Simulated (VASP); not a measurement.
# Zr (Fm-3m) in VASP: single point with HSE06+D3(BJ)+U

Aim: the single point of Zr with HSE06+D3(BJ)+U.

All numbers are computed with VASP 6.6.1; they aren't measurements. Logs are shortened: lines on timing, memory, paths and dates and some standing lists are left out, and cuts for length are marked.

**1. The cell of the first run**

It takes space group Fm-3m (No. 225, cubic). The conventional cell has a = 4.510 Å, b = 4.510 Å, c = 4.510 Å, α = 90.00°, β = 90.00°, γ = 90.00°. Within 4.2 Å of Zr (site symmetry m-3m) lie 12 Zr at 3.19 Å.

This isn't the form of Zr at room conditions, which is hcp.

**2. Single point, HSE06+D3(BJ)+U**

POSCAR

```
Zr
1.0
    0.0000000000      2.2550000000      2.2550000000
    2.2550000000      0.0000000000      2.2550000000
    2.2550000000      2.2550000000      0.0000000000
Zr
1
Direct
    0.0000000000      0.0000000000      0.0000000000
```

INCAR.step1

```
  PREC = Accurate
  ENCUT = 520
  EDIFF = 1E-5
  ISMEAR = 1
  SIGMA = 0.005
  LREAL = False
  LASPH = True
  NELM = 150
  ALGO = Normal
  ISIF = 2
  LWAVE = True
  LMAXMIX = 4
  LDAU = True
  LDAUTYPE = 2
  LDAUL = 2
  LDAUU = 1
  LDAUJ = 0
  LDAUPRINT = 1
  NBANDS = 12
  GGA = PE
```

INCAR.step2

```
  PREC = Accurate
  ENCUT = 520
  EDIFF = 1E-7
  ISMEAR = 1
  SIGMA = 0.005
  LREAL = False
  LASPH = True
  NELM = 150
  ALGO = Normal
  ISIF = 2
  LWAVE = False
  LCHARG = True
  LMAXMIX = 4
  LDAU = True
  LDAUTYPE = 2
  LDAUL = 2
  LDAUU = 1
  LDAUJ = 0
  LDAUPRINT = 1
  GGA = PE
  LHFCALC = True
  HFSCREEN = 0.2079
  PRECFOCK = Normal
  IVDW = 12
  VDW_S6 = 1.0
  VDW_S8 = 2.31
  VDW_A1 = 0.383
  VDW_A2 = 5.685
  LELF = True
  LVHAR = True
  NBANDS = 12
  ISTART = 1
```

KPOINTS

```
Automatic mesh
0
Gamma
  7 7 7
```

Potentials or basis: VASP PAW PBE potentials, release 64 (Zr_sv).

On the command line:

```sh
cat potpaw_PBE.64/Zr_sv/POTCAR > POTCAR
cp INCAR.step1 INCAR
mpirun -np 1 vasp_std > vasp.out
cp INCAR.step2 INCAR
mpirun -np 1 vasp_std > vasp.out
```

OUTCAR:

```text
PREC = Accurate
   ENCUT = 520
   EDIFF = 1E-7
   ISMEAR = 1
   LREAL = False
   LASPH = True
   NELM = 150
   ISIF = 2
   GGA = PE
   LHFCALC = True
   HFSCREEN = 0.2079
   PRECFOCK = Normal
   IVDW = 12
   ISTART = 1
 IVDW          = 12

 ion  position               nearest neighbor table
   1  0.000  0.000  0.000-

  LATTYP: Found a face centered cubic cell.
 ALAT       =     4.5100000000

  Lattice vectors:

 A1 = (   0.0000000000,   2.2550000000,   2.2550000000)
 A2 = (   2.2550000000,   0.0000000000,   2.2550000000)
 A3 = (   2.2550000000,   2.2550000000,   0.0000000000)

Analysis of symmetry for initial positions (statically):
=====================================================================
 Subroutine PRICEL returns:
 Original cell was already a primitive cell.

 Routine SETGRP: Setting up the symmetry group for a
 face centered cubic supercell.

 Subroutine GETGRP returns: Found 48 space group operations
 (whereof 48 operations were pure point group operations)
 out of a pool of 48 trial point group operations.

The static configuration has the point symmetry O_h .

Analysis of symmetry for dynamics (positions and initial velocities):
=====================================================================
 Subroutine PRICEL returns:
 Original cell was already a primitive cell.

 Routine SETGRP: Setting up the symmetry group for a
 face centered cubic supercell.

 Subroutine GETGRP returns: Found 48 space group operations
 (whereof 48 operations were pure point group operations)
 out of a pool of 48 trial point group operations.

The dynamic configuration has the point symmetry O_h .

 Subroutine INISYM returns: Found 48 space group operations
 (whereof 48 operations are pure point group operations),
 and found     1 'primitive' translations

----------------------------------------------------------------------------------------

                                     Primitive cell

  volume of cell :      22.9335

  direct lattice vectors                    reciprocal lattice vectors
     0.000000000  2.255000000  2.255000000    -0.221729490  0.221729490  0.221729490
     2.255000000  0.000000000  2.255000000     0.221729490 -0.221729490  0.221729490
     2.255000000  2.255000000  0.000000000     0.221729490  0.221729490 -0.221729490

  length of vectors
     3.189051583  3.189051583  3.189051583     0.384046742  0.384046742  0.384046742

  position of ions in fractional coordinates (direct lattice)
     0.000000000  0.000000000  0.000000000

  ion indices of the primitive-cell ions
   primitive index   ion index
                 1           1

----------------------------------------------------------------------------------------

 KPOINTS: Automatic mesh

Automatic generation of k-mesh.
 Grid dimensions read from file:
 generate k-points for:    7    7    7

 Generating k-lattice:

  Cartesian coordinates                     Fractional coordinates (reciprocal lattice)
    -0.031675641  0.031675641  0.031675641     0.142857143  0.000000000  0.000000000
     0.031675641 -0.031675641  0.031675641     0.000000000  0.142857143  0.000000000
     0.031675641  0.031675641 -0.031675641     0.000000000  0.000000000  0.142857143

  Length of vectors
     0.054863820  0.054863820  0.054863820

  Shift w.r.t. Gamma in fractional coordinates (k-lattice)
     0.000000000  0.000000000  0.000000000

 Subroutine IBZKPT returns following result:
 ===========================================

 Found     20 irreducible k-points:

 Following reciprocal coordinates:
            Coordinates               Weight
[... 43 lines left out ...]
   NFREE  =      0    steps in history (QN), initial steepest desc. (CG)
   ISIF   =      2    stress and relaxation
   ISYM   =      3    0-nonsym 1-usesym 2-fastsym
   POTIM  = 0.5000    time-step for ionic-motion
   TEBEG  =    0.0;   TEEND  =   0.0 temperature during run
   PSTRESS=    0.0 pullay stress
   NELECT =      12.0000    total number of electrons
   NUPDOWN=      -1.0000    fix difference up-down
   EMIN   =  10.00;   EMAX   =-10.00  energy-range for DOS
   EFERMI =   0.00;   METHOD = LEGACY
   ISMEAR =     1;   SIGMA  =   0.01  broadening in eV -4-tet -1-fermi 0-gaus
   EFERMI_NEDOS =   21; number of points for ismear=-14 and -15
   IALGO  =     38    algorithm
   IMIX   =      1    mixing-type and parameters
     AMIX     =   0.40;   BMIX     =  1.00
     AMIX_MAG =   1.60;   BMIX_MAG =  1.00
  volume/ion in A,a.u.               =      22.93       154.76
  Fermi-wavevector in a.u.,A,eV,Ry     =   1.319204  2.492935 23.678216  1.740300
  Thomas-Fermi vector in A             =   2.449119
   LORBIT       =      0    0 simple, 1 ext, 2 COOP (PROOUT), +10 PAW based schemes
 LDA+U is selected, type is set to LDAUTYPE =  2
   angular momentum for each species LDAUL =     2
   U (eV)           for each species LDAUU =   1.0
   J (eV)           for each species LDAUJ =   0.0
   GGA     = PE    functional components
   LHFCALC =     T    Hartree Fock is set to
   PRECFOCK=normal    Normal, Fast or Accurate (Low or Medium for compatibility)
   ENCUT4O =  -1.0   cutoff for four orbital integrals eV
   NKREDX  =     1    reduce k-point grid by
   NKREDY  =     1    reduce k-point grid by
   NKREDZ  =     1    reduce k-point grid by
   AEXX    =    0.2500 exact exchange contribution
   HFSCREEN=    0.2079 screening length (either q_TF or 0.3 A-1)
   HFSCREENC=   0.2079 screening length for correlation (either q_TF or 0.3 A-1)
   ENCUTFOCK=  -1.0 apply spherical cutoff to Coloumb kernel
   IVDW    =    12    specifies the selected vdW correction
   LEPSILON=     F    determine dielectric tensor
   LRPA    =     F    only Hartree local field effects (RPA)
 non-spin polarized calculation
 Methfessel and Paxton  Order N= 1 SIGMA  =   0.01
  energy-cutoff  :      520.00
  volume of cell :       22.93
 maximum number of plane-waves:       630
  NGX = 18; NGY = 18; NGZ = 18

atom =   1  type =  1  l = 2

 onsite density matrix

spin component  1

  0.1778 -0.0000 -0.0000  0.0000  0.0000
 -0.0000  0.1778 -0.0000  0.0000 -0.0000
 -0.0000 -0.0000  0.1204  0.0000 -0.0000
  0.0000  0.0000  0.0000  0.1778 -0.0000
  0.0000 -0.0000 -0.0000 -0.0000  0.1204

spin component  2

  0.1778 -0.0000 -0.0000  0.0000  0.0000
 -0.0000  0.1778 -0.0000  0.0000 -0.0000
 -0.0000 -0.0000  0.1204  0.0000 -0.0000
  0.0000  0.0000  0.0000  0.1778 -0.0000
  0.0000 -0.0000 -0.0000 -0.0000  0.1204

 occupancies and eigenvectors

  o =  0.1204  v =  0.0000 -0.0000 -0.5525  0.0000 -0.8335  0.0000  0.0000  0.0000  0.0000  0.0000      0.0000  0.0000  0.0000  0.0000  0.0000  0.0000  0.0000  0.0000  0.0000  0.0000
  o =  0.1204  v =  0.0000  0.0000  0.0000  0.0000  0.0000  0.0000 -0.0000 -0.5525  0.0000 -0.8335      0.0000  0.0000  0.0000  0.0000  0.0000  0.0000  0.0000  0.0000  0.0000  0.0000
  o =  0.1204  v =  0.0000 -0.0000  0.8335 -0.0000 -0.5525  0.0000  0.0000  0.0000  0.0000  0.0000      0.0000  0.0000  0.0000  0.0000  0.0000  0.0000  0.0000  0.0000  0.0000  0.0000
  o =  0.1204  v =  0.0000  0.0000  0.0000  0.0000  0.0000  0.0000 -0.0000  0.8335 -0.0000 -0.5525      0.0000  0.0000  0.0000  0.0000  0.0000  0.0000  0.0000  0.0000  0.0000  0.0000
  o =  0.1778  v =  0.0000  0.0000  0.0000  0.0000  0.0000  0.2123  0.0233 -0.0000 -0.9769  0.0000      0.0000  0.0000  0.0000  0.0000  0.0000  0.0000  0.0000  0.0000  0.0000  0.0000
  o =  0.1778  v =  0.2123  0.0233 -0.0000 -0.9769  0.0000  0.0000  0.0000  0.0000  0.0000  0.0000      0.0000  0.0000  0.0000  0.0000  0.0000  0.0000  0.0000  0.0000  0.0000  0.0000
  o =  0.1778  v = -0.1907 -0.9795  0.0000 -0.0648  0.0000  0.0000  0.0000  0.0000  0.0000  0.0000      0.0000  0.0000  0.0000  0.0000  0.0000  0.0000  0.0000  0.0000  0.0000  0.0000
  o =  0.1778  v =  0.0000  0.0000  0.0000  0.0000  0.0000 -0.1907 -0.9795  0.0000 -0.0648  0.0000      0.0000  0.0000  0.0000  0.0000  0.0000  0.0000  0.0000  0.0000  0.0000  0.0000
  o =  0.1778  v =  0.0000  0.0000  0.0000  0.0000  0.0000 -0.9584  0.2001 -0.0000 -0.2035 -0.0000      0.0000  0.0000  0.0000  0.0000  0.0000  0.0000  0.0000  0.0000  0.0000  0.0000
  o =  0.1778  v = -0.9584  0.2001 -0.0000 -0.2035 -0.0000  0.0000  0.0000  0.0000  0.0000  0.0000      0.0000  0.0000  0.0000  0.0000  0.0000  0.0000  0.0000  0.0000  0.0000  0.0000

 number of electron      12.0000000 magnetization

 Free energy of the ion-electron system (eV)
  ---------------------------------------------------
  ext. energy  EPLUGINS =         0.00000000
  ---------------------------------------------------
  free energy    TOTEN  =        -9.03878301 eV

  energy without entropy =       -9.03864816  energy(sigma->0) =       -9.03873806

 E-fermi :   9.2257     XC(G=0):  -9.1999

 val. band max:        9.1690985618   @ k =  -0.1429   0.1429   0.0000
 cond. band min:       9.2273855677   @ k =  -0.4286   0.2857   0.1429
 fundamental gap:      0.0582870058
 Fermi energy:         9.2256804668

 k-point     1 :       0.0000    0.0000    0.0000
  band No.  band energies     occupation
      1     -43.4026      2.00000
      2     -19.4415      2.00000
      3     -19.4415      2.00000
      4     -19.4415      2.00000
      5       2.4283      2.00000
      6      10.6792      0.00000
      7      10.6792      0.00000
      8      10.6792      0.00000
      9      13.6122      0.00000
     10      13.6122      0.00000
     11      20.1090      0.00000
     12      24.7134      0.00000
[... 271 lines left out ...]
 k-point    20 :      -0.2857    0.4286    0.1429
  band No.  band energies     occupation
      1     -43.1854      2.00000
      2     -20.2004      2.00000
      3     -20.1339      2.00000
      4     -19.7775      2.00000
      5       7.2117      2.00000
      6       8.0552      2.00000
      7       9.2465     -0.00000
      8      12.5112      0.00000
      9      15.3144      0.00000
     10      17.8599      0.00000
     11      19.4460      0.00000
     12      21.0645      0.00000

------------------------ aborting loop because EDIFF is reached ----------------------------------------

 Edisp (eV)   -0.81199

 E8    (eV) :    -0.5951

  FORCE on cell =-STRESS in cart. coord.  units (eV):
  Direction    XX          YY          ZZ          XY          YZ          ZX
  --------------------------------------------------------------------------------------
  -------------------------------------------------------------------------------------
  Total      -0.18835    -0.18835    -0.18835    -0.00000    -0.00000     0.00000
  in kB     -13.15843   -13.15843   -13.15843    -0.00000    -0.00000     0.00000
  external pressure =      -13.16 kB  Pullay stress =        0.00 kB

 VOLUME and BASIS-vectors are now :
 -----------------------------------------------------------------------------
  energy-cutoff  :      520.00
  volume of cell :       22.93
      direct lattice vectors                 reciprocal lattice vectors
     0.000000000  2.255000000  2.255000000    -0.221729490  0.221729490  0.221729490
     2.255000000  0.000000000  2.255000000     0.221729490 -0.221729490  0.221729490
     2.255000000  2.255000000  0.000000000     0.221729490  0.221729490 -0.221729490

 POSITION                                       TOTAL-FORCE (eV/Angst)
 -----------------------------------------------------------------------------------
      0.00000      0.00000      0.00000        -0.000000      0.000000      0.000000
 -----------------------------------------------------------------------------------
    total drift:                               -0.000000     -0.000000     -0.000000

  FREE ENERGIE OF THE ION-ELECTRON SYSTEM (eV)
  ---------------------------------------------------
  free  energy   TOTEN  =        -9.8507727344 eV

  energy  without entropy=       -9.8506378899  energy(sigma->0) =       -9.85072779
```

Wall time 56 min (1 thread of Intel Xeon 8259CL, shared host); peak memory 0.26 GiB.

Results:

- Free energy: -9.8508 eV
- Pressure: -1.3 GPa
- Band gap on the k mesh: zero (bands 6 and 7 overlap by 1.80 eV)
- Dispersion energy per atom: -0.812 eV

Levels at points of the mesh, in eV from the Fermi level:
| k point | band 3 | band 4 | band 5 | band 6 | band 7 | band 8 | band 9 | band 10 |
| --- | --- | --- | --- | --- | --- | --- | --- | --- |
| (0.00, 0.00, 0.00) | -28.67 | -28.67 | -6.80 | 1.45 | 1.45 | 1.45 | 4.39 | 4.39 |

Eigenvalues of the final occupation matrices:
```tsv
site	spin	trace	eigenvalues
site 1 d	1	0.77	0.12 0.12 0.18 0.18 0.18
site 1 d	2	0.77	0.12 0.12 0.18 0.18 0.18
```

Caveat: the PAW data sets were made with another functional, which shifts forces and pressure a little; U without spin polarisation on a metal has little footing; the U is typed as a test and isn't derived for this compound.

The gap in the log of VASP goes by the Fermi energy; the results here count the filled bands.